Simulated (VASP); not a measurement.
Write the native input for VASP 6.6.1 that does the following.

```
Task                   : single point
Functional             : PBE
Potentials or basis    : VASP PAW PBE potentials, release 64 (C)
Cutoff                 : 520 eV
k mesh                 : 15 × 15 × 5
Occupations            : fermi-dirac, width 0.1 eV
Spin                   : no spin polarisation
Dipole correction      : no
Further INCAR settings : ALGO = Normal; EDIFF = 1e-06; NBANDS = 16
```

The structure of C lies in POSCAR:

```
C
1.0
    2.4310645530      0.0000000000      0.0000000000
   -1.2155322765      2.1053636611      0.0000000000
    0.0000000000      0.0000000000      5.6359691550
C
4
Direct
    0.0000000000      0.0000000000      0.2500000000
    0.0000000000      0.0000000000      0.7500000000
    0.3333333333      0.6666666667      0.2500000000
    0.6666666667      0.3333333333      0.7500000000
```

These files were run (other wordings do the same):

INCAR

```
SYSTEM = C
  PREC = Accurate
  ENCUT = 520
  EDIFF = 1E-6
  ISMEAR = -1
  SIGMA = 0.1
  LREAL = .FALSE.
  LASPH = .TRUE.
  NELM = 60
  ALGO = Normal
  ISIF = 2
  LWAVE = .FALSE.
  LCHARG = .FALSE.
  GGA = PE
  NBANDS = 16
```

KPOINTS

```
regular mesh
0
G
  15 15 5
  0 0 0
```

Potentials or basis: VASP PAW PBE potentials, release 64 (C).

Run with:

```console
$ cat potpaw_PBE.64/C/POTCAR > POTCAR
$ mpirun -np 1 vasp_std > vasp.out
```

Results of the run:

```yaml
Pressure: 21.5 GPa
Band_gap_on_the_k_mesh: zero (band 8 reaches 6.64 eV, above the bottom of band 9 at 6.46 eV)
```

Run time: 19 s on 1 thread of Intel(R) Xeon(R) Platinum 8488C (Sapphire Rapids), with other jobs on the host, peak memory 0.14 GiB.
